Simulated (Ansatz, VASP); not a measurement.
## One calculation of VSi3O8, two programs

```
CELL_PARAMETERS angstrom
4.17970 0.00000 0.00000
0.00000 4.17970 0.00000
0.00000 0.00000 5.33380
ATOMIC_POSITIONS crystal
Si 0.99503 0.00278 0.00698
Si 0.01313 0.99557 0.50225
Si 0.51157 0.50911 0.24159
V 0.50901 0.48905 0.73620
O 0.31045 0.30426 0.99904
O 0.33084 0.29750 0.51565
O 0.18683 0.79761 0.24693
O 0.18309 0.79880 0.75294
O 0.70190 0.70171 0.00039
O 0.71247 0.67751 0.49400
O 0.80770 0.19415 0.24267
O 0.80270 0.19175 0.74352
```

Alike in both runs: task single point; functional PBE; k mesh 3 × 3 × 2; occupations fermi-dirac, width 0.01 eV; no spin polarisation.

|  | VASP | Ansatz |
| --- | --- | --- |
| version | VASP 6.6.1 | Ansatz 0.2.0 |
| potentials or method | VASP PAW PBE potentials, release 64 (Si, V_sv, O), cutoff 520 eV | PAW, plane waves, scalar-relativistic |
| valence electrons in the cell | 73 | 73 |

```csv
,VASP,Ansatz,Ansatz less VASP
rms of the force components (eV/Å),2.630,2.562,-0.0684
```

Atom by atom the forces differ by 0.071 eV/Å (rms over components).

The k mesh is coarse, so the values compare programs but aren't converged.
